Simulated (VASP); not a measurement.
# Zn4O (P-43m) in VASP: further runs, part 2 of 2

VASP 6.6.1.

## Step 3: Relaxation of cell and atoms, PBE

This run uses another cell than the first one, of 14.78 Å³/atom, 1.009 times its volume.

File INCAR:

```
PREC     = Accurate       # precision mode
ENCUT    = 600            # plane-wave cutoff, eV
EDIFF    = 1E-6           # SCF threshold, eV
ISMEAR   = 0              # smearing method
SIGMA    = 0.2            # smearing width, eV
LREAL    = F              # projectors in reciprocal space
LASPH    = T              # aspherical terms in the spheres
NELM     = 80             # most SCF steps
ALGO     = Normal         # electronic algorithm
ISIF     = 3              # what is computed and relaxed
LWAVE    = F              # write WAVECAR
LCHARG   = F              # write CHGCAR
GGA      = PE             # functional
IBRION   = 2              # ionic algorithm
NSW      = 36             # ionic steps
EDIFFG   = -0.08          # ionic threshold
```

File KPOINTS:

```
regular mesh
0
Gamma
  4 4 4
```

File POSCAR:

```
Zn4O
1.0
    4.1963681000      0.0000000000      0.0000000000
    0.0000000000      4.1963681000      0.0000000000
    0.0000000000      0.0000000000      4.1963681000
Zn O
4 1
Direct
    0.2500000000      0.2500000000      0.2500000000
    0.7500000000      0.7500000000      0.2500000000
    0.2500000000      0.7500000000      0.7500000000
    0.7500000000      0.2500000000      0.7500000000
    0.0000000000      0.0000000000      0.0000000000
```

Potentials or basis: VASP PAW PBE potentials, release 64 (Zn, O).

Command:

```bash
cat potpaw_PBE.64/Zn/POTCAR potpaw_PBE.64/O/POTCAR > POTCAR
mpirun -np 1 vasp_std > vasp.out
```

OUTCAR:

```text
PREC = Accurate
   ENCUT = 600
   EDIFF = 1E-6
   ISMEAR = 0
   LREAL = F
   LASPH = T
   NELM = 80
   ISIF = 3
   GGA = PE
   IBRION = 2
   NSW = 36
   EDIFFG = -0.08

 ion  position               nearest neighbor table
   1  0.250  0.250  0.250-   5 1.82   3 2.97   4 2.97   2 2.97   3 2.97   4 2.97   2 2.97   3 2.97
                             3 2.97   2 2.97   4 2.97   4 2.97   2 2.97
   2  0.750  0.750  0.250-   5 1.82   3 2.97   4 2.97   1 2.97   3 2.97   4 2.97   1 2.97   4 2.97
                             4 2.97   1 2.97   3 2.97   3 2.97   1 2.97
   3  0.250  0.750  0.750-   5 1.82   2 2.97   4 2.97   1 2.97   1 2.97   2 2.97   1 2.97   4 2.97
                             1 2.97   2 2.97   4 2.97   2 2.97   4 2.97
   4  0.750  0.250  0.750-   5 1.82   2 2.97   3 2.97   1 2.97   1 2.97   2 2.97   2 2.97   3 2.97
                             2 2.97   1 2.97   3 2.97   1 2.97   3 2.97
[... 185 lines left out ...]
  -------------------------------------------------------------------------------------
  Total        5.1014470      5.1014470      5.1014470      0.0000000     -0.0000000      0.0000000
  in kB      110.6071576    110.6071576    110.6071576      0.0000000     -0.0000000      0.0000000
  external PRESSURE =     110.6071576 kB  Pullay stress =       0.0000000 kB
[... 143 lines left out ...]
--------------------------------------- Ionic step        5  -------------------------------------------

 number of electron      54.0000061 magnetization

 Free energy of the ion-electron system (eV)
  ---------------------------------------------------
  ext. energy  EPLUGINS =         0.00000000
  ---------------------------------------------------
  free energy    TOTEN  =       -11.20326404 eV

  energy without entropy =      -11.17469108  energy(sigma->0) =      -11.18897756

 E-fermi :   2.3433     XC(G=0): -11.0893

 val. band max:        2.2125025734   @ k =   0.5000   0.5000   0.0000
 cond. band min:       2.5368419000   @ k =   0.5000   0.5000   0.2500
 fundamental gap:      0.3243393266
 Fermi energy:         2.3432696697

 k-point     1 :       0.0000    0.0000    0.0000
  band No.  band energies     occupation
      1     -16.5226      2.00000
      2      -5.6832      2.00000
      3      -5.4719      2.00000
      4      -5.4719      2.00000
      5      -5.4719      2.00000
      6      -5.0912      2.00000
[... 371 lines left out ...]
  FREE ENERGIE OF THE ION-ELECTRON SYSTEM (eV)
  ---------------------------------------------------
  free  energy   TOTEN  =       -11.2032640403 eV

  energy  without entropy=      -11.1746910750  energy(sigma->0) =      -11.18897756

 reached required accuracy - stopping structural energy minimisation
```

CONTCAR:

```text
Zn4O
   1.00000000000000
     4.1918132896825080   -0.0000000000000000    0.0000000000000000
     0.0000000000000000    4.1918132896825080    0.0000000000000000
     0.0000000000000000   -0.0000000000000000    4.1918132896825080
  Zn              O
     4     1
Direct
     0.2764782988733506    0.2764782988733506    0.2764782988733506
     0.7235217011266494    0.7235217011266494    0.2764782988733506
     0.2764782988733506    0.7235217011266494    0.7235217011266494
     0.7235217011266494    0.2764782988733506    0.7235217011266494
     0.0000000000000000    0.0000000000000000    0.0000000000000000

  0.00000000E+00  0.00000000E+00  0.00000000E+00
  0.00000000E+00  0.00000000E+00  0.00000000E+00
  0.00000000E+00  0.00000000E+00  0.00000000E+00
  0.00000000E+00  0.00000000E+00  0.00000000E+00
  0.00000000E+00  0.00000000E+00  0.00000000E+00
```

It took 54 s on 1 thread of Intel Xeon 6975P-C (Granite Rapids), shared host; peak memory 0.21 GiB.

Results:

```yaml
Free_energy: -11.2033 eV
Relaxed_volume: 14.73 Å³/atom
Relaxed_cell: a = 4.192 Å, b = 4.192 Å, c = 4.192 Å, α = 90.00°, β = 90.00°, γ = 90.00°
Space_group_after_relaxing_to_0.05_Å: P-43m (No. 215)
Energy_gained_by_relaxing: 263.0 meV/atom
Ionic_steps: 5
Pressure_after_relaxing: -0.2 GPa
Band_gap_on_the_k_mesh: zero (band 27 reaches 4.20 eV, above the bottom of band 28 at 0.17 eV)
```

The path:
```tsv
step	energy change (eV)	largest force (eV/Å)	pressure (GPa)	volume (Å³)
1	0.0000	3.6711	11.06	73.90
2	-0.9669	0.1536	-8.11	85.35
3	-1.0768	0.5100	-5.08	82.01
4	-1.2599	0.2922	-2.84	77.20
5	-1.3148	0.0383	-0.23	73.66
```

Final structure:
```
CELL_PARAMETERS angstrom
4.19181 0.00000 0.00000
0.00000 4.19181 0.00000
0.00000 0.00000 4.19181
ATOMIC_POSITIONS crystal
Zn 0.27648 0.27648 0.27648
Zn 0.72352 0.72352 0.27648
Zn 0.27648 0.72352 0.72352
Zn 0.72352 0.27648 0.72352
O 0.00000 0.00000 0.00000
```

Levels at points of the mesh, in eV from the Fermi level:
| k point | band 24 | band 25 | band 26 | band 27 | band 28 | band 29 | band 30 | band 31 |
| --- | --- | --- | --- | --- | --- | --- | --- | --- |
| (0.00, 0.00, 0.00) | -3.82 | -3.82 | -0.32 | -0.32 | 2.71 | 2.71 | 2.71 | 3.30 |
| (0.50, 0.00, 0.00) | -3.72 | -3.72 | -3.30 | 1.86 | 2.82 | 2.82 | 2.95 | 4.21 |
| (0.50, 0.50, 0.00) | -4.78 | -3.71 | -0.62 | -0.62 | -0.13 | 3.79 | 4.42 | 4.94 |
| (0.50, 0.50, 0.50) | -4.71 | -2.96 | -2.18 | -2.18 | -2.18 | 2.56 | 2.56 | 2.56 |

Caveat: the k points lie up to 0.37 Å⁻¹ apart in the final cell.

## Step 4: Single point, PBE

This run uses another cell than the first one, of 14.47 Å³/atom, 0.988 times its volume.

File INCAR:

```
SYSTEM = Zn4O
ALGO = Normal
EDIFF = 1E-7
ENCUT = 520
GGA = PE
ISIF = 2
ISMEAR = 0
LASPH = .True.
LCHARG = .False.
LREAL = .False.
LWAVE = .False.
NBANDS = 35
NELM = 60
PREC = Accurate
SIGMA = 0.1
```

File KPOINTS:

```
k-points
0
Gamma
  8 8 8
  0 0 0
```

File POSCAR:

```
Zn4O
1.0
    4.1665458330      0.0000000000      0.0000000000
    0.0000000000      4.1665458330      0.0000000000
    0.0000000000      0.0000000000      4.1665458330
Zn O
4 1
Direct
    0.2766790270      0.2766790270      0.2766790270
    0.7233209730      0.7233209730      0.2766790270
    0.2766790270      0.7233209730      0.7233209730
    0.7233209730      0.2766790270      0.7233209730
    0.0000000000      0.0000000000      0.0000000000
```

Command:

```bash
cat potpaw_PBE.64/Zn/POTCAR potpaw_PBE.64/O/POTCAR > POTCAR
mpirun -np 1 vasp_std > vasp.out
```

It took 28 s on 1 thread of Intel Xeon 6975P-C (Granite Rapids), shared host; peak memory 0.21 GiB.

The run converged. Its results:

| Item | Value |
| --- | --- |
| Free energy | -11.1482 eV |
| Pressure | 0.5 GPa |
| Largest force | 0.042 eV/Å |
| Band gap on the k mesh | zero (band 27 reaches 4.33 eV, above the bottom of band 28 at 0.26 eV) |

Forces on the atoms (eV/Å):
```
Zn   0.024  0.024  0.024
Zn  -0.024 -0.024  0.024
Zn   0.024 -0.024 -0.024
Zn  -0.024  0.024 -0.024
O    0.000  0.000  0.000
```

Levels at points of the mesh, in eV from the Fermi level:
```csv
k point,band 24,band 25,band 26,band 27,band 28,band 29,band 30,band 31
"(0.00, 0.00, 0.00)",-4.19,-4.19,-0.67,-0.67,2.47,2.47,2.47,3.03
"(0.50, 0.00, 0.00)",-4.10,-4.10,-3.70,1.55,2.58,2.58,2.65,3.93
"(0.50, 0.50, 0.00)",-5.14,-4.09,-0.94,-0.94,-0.43,3.51,4.19,4.70
"(0.50, 0.50, 0.50)",-5.10,-3.30,-2.52,-2.52,-2.52,2.28,2.28,2.28
```

## Step 5: The runs side by side

| task | cell | k mesh | cutoff (eV) | smearing | gap on the mesh (eV) | pressure (GPa) | largest force (eV/Å) |
| --- | --- | --- | --- | --- | --- | --- | --- |
| single point | a = 4.183 Å, 5 atoms | 4 × 4 × 4 | 520 | gaussian 0.2 eV | none | 0.4 | 0.07 |
| relaxation of cell and atoms | relaxed from a = 4.196 Å, 5 atoms | 4 × 4 × 4 | 600 | gaussian 0.2 eV | none | -0.2 | - |
| single point | a = 4.167 Å, 5 atoms | 8 × 8 × 8 | 520 | gaussian 0.1 eV | none | 0.5 | 0.04 |

Alike in all rows: level PBE; potentials or basis VASP PAW PBE potentials, release 64 (Zn, O); no spin polarisation.

Caveats: some runs use coarse meshes.

Total energies depend on the potentials used, so only differences within one code and one set of settings carry meaning.
